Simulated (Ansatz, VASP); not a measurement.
## Two plane-wave programs on SrCl2

Contents of INCAR:

```
SYSTEM = SrCl2
ALGO = Normal ; EDIFF = 1E-7
ENCUT = 520 ; GGA = PS
ISIF = 2 ; ISMEAR = 0
LASPH = .True. ; LCHARG = .False.
LREAL = .False. ; LWAVE = .False.
NBANDS = 19 ; NELM = 80
PREC = Accurate ; SIGMA = 0.05
```

The input KPOINTS:

```
k-points
0
Gamma
  6 6 6
  0 0 0
```

Contents of POSCAR:

```
SrCl2
1.0
    0.0000000000      3.4855000000      3.4855000000
    3.4855000000      0.0000000000      3.4855000000
    3.4855000000      3.4855000000      0.0000000000
Sr Cl
1 2
Direct
    0.0000000000      0.0000000000      0.0000000000
    0.2530995422      0.2764257086      0.2089976312
    0.7469004578      0.7235742914      0.7910023688
```

Input for Ansatz:

```yaml
crystal:
  lattice:
    - [0.0, 3.4855, 3.4855]
    - [3.4855, 0.0, 3.4855]
    - [3.4855, 3.4855, 0.0]
  atoms:
    - { symbol: Sr, position: [0.0, 0.0, 0.0] }
    - { symbol: Cl, position: [0.2530995422, 0.2764257086, 0.2089976312] }
    - { symbol: Cl, position: [0.7469004578, 0.7235742914, 0.7910023688] }
basis:
  ecutwfc: 420
kpoints:
  mp_grid: { grid: [6, 6, 6] }
hamiltonian:
  xc: pbesol
scf:
  occupations: { method: gaussian, width: 0.05 }
output:
  forces: true
  stress: true
  eigenvalues: true
```

Change from the starting cell: mode 8 (171.7 1/cm) frozen in, largest displacement +0.175 Å.

Alike in both runs: task single point; functional PBEsol; k mesh 6 × 6 × 6; occupations gaussian, width 0.05 eV; no spin polarisation.

```csv
,VASP,Ansatz
version,VASP 6.6.1,Ansatz 0.2.0
potentials or method,"VASP PAW PBE potentials, release 64 (Sr_sv, Cl), cutoff 520 eV","scalar-relativistic, plane waves, PAW"
valence electrons in the cell,24,24
```

VASP gave:

* gap on the k mesh at the Fermi level (eV): 5.01
* least direct gap on the mesh (eV): 5.31
* pressure (GPa): -0.3
* traceless stress, the component that is largest in VASP (GPa): 1.11
* rms of the force components (eV/Å): 0.297

What did Ansatz give for the same quantities?

gap on the k mesh at the Fermi level (eV): 5.02; least direct gap on the mesh (eV): 5.32; pressure (GPa): -0.4; traceless stress, the component that is largest in VASP (GPa): 1.05; rms of the force components (eV/Å): 0.293.

VASP's potentials were made for PBE, not for PBEsol. Atom by atom the forces differ by 0.004 eV/Å (rms over components).
